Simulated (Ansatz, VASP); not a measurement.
## As in VASP and in Ansatz

```xyz
2
Lattice="3.4630 0.0000 0.0000 -1.7315 2.9990 0.0000 0.0000 0.0000 28.5742" Properties=species:S:1:pos:R:3 pbc="T T T"
As    0.0000    1.9994   13.5386
As    1.7315    0.9997   15.0356
```

Alike in both runs: task single point; functional PBE; dispersion D3(BJ); k mesh 9 × 9 × 1; occupations gaussian, width 0.02 eV; no spin polarisation.

|  | VASP | Ansatz |
| --- | --- | --- |
| version | VASP 6.6.1 | Ansatz 0.2.0 |
| potentials or method | VASP PAW PBE potentials, release 64 (As), cutoff 520 eV | scalar-relativistic, plane waves, PAW |
| valence electrons in the cell | 10 | 30 |

|  | VASP | Ansatz | Ansatz less VASP |
| --- | --- | --- | --- |
| gap on the k mesh at the Fermi level (eV) | 0.80 | 0.79 | -0.012 |
| least direct gap on the mesh (eV) | 2.10 | 2.11 | +0.004 |
| rms of the force components (eV/Å) | 0.486 | 0.533 | +0.0478 |

Atom by atom the forces differ by 0.048 eV/Å (rms over components). VASP's potentials hold 10 valence electrons a cell and Ansatz's 30, so a difference there can come from the potentials and not from the codes.
